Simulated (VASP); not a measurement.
Li2B3:

```
Li B
1.0
     3.42263    0.00000    0.00000
    -1.71131    2.96408    0.00000
     0.00000    0.00000    4.13251
Li B
2 3
Direct
  0.33333 0.66667 0.13800
  0.66667 0.33333 0.86200
  0.00000 0.00000 0.00000
  0.33333 0.66667 0.62500
  0.66667 0.33333 0.37500
```

| Item | Value |
| --- | --- |
| Program | VASP 6.6.1 |
| Task | relaxation of cell and atoms |
| Functional | PBE |
| Potentials or basis | VASP PAW PBE potentials, release 64 (Li_sv, B) |
| Cutoff | 600 eV |
| k mesh | 6 × 6 × 4 |
| Occupations | gaussian, width 0.1 eV |
| Spin | no spin polarisation |

At the start: pressure -3.4 GPa; volume 8.38 Å³/atom.

Question: Where does the relaxation end?

Answer: Over 10 steps the energy falls by 26.5 meV/atom and the volume is 8.32 Å³/atom (-0.7 %); space group P-3m1 (No. 164, to 0.1 Å) before and after.

The path:
```tsv
step	energy change (eV)	largest force (eV/Å)	pressure (GPa)	volume (Å³)
1	0.0000	0.5842	-3.38	41.92
2	-0.0731	0.3320	-0.96	40.85
3	-0.0927	0.1943	1.40	40.00
4	-0.0931	0.1876	1.81	39.86
5	-0.1077	0.2550	0.98	40.31
6	-0.1162	0.3181	0.11	40.85
7	-0.1260	0.1704	-0.08	41.13
8	-0.1300	0.1134	-0.22	41.46
9	-0.1320	0.0470	-0.12	41.55
10	-0.1326	0.0155	-0.03	41.62
```

Final structure:
```
CELL_PARAMETERS angstrom
3.33317 0.00000 0.00000
-1.66659 2.88661 0.00000
0.00000 0.00000 4.32592
ATOMIC_POSITIONS crystal
Li 0.33333 0.66667 0.13813
Li 0.66667 0.33333 0.86187
B 0.00000 0.00000 0.00000
B 0.33333 0.66667 0.58993
B 0.66667 0.33333 0.41007
```

Caveat: the k points lie up to 0.36 Å⁻¹ apart in the final cell, too coarse for converged energies and pressures of a metal; the cutoff is under 1.25 times the usual one of these potentials, so pressure, stress and relaxed cells hold a basis-set (Pulay) error.
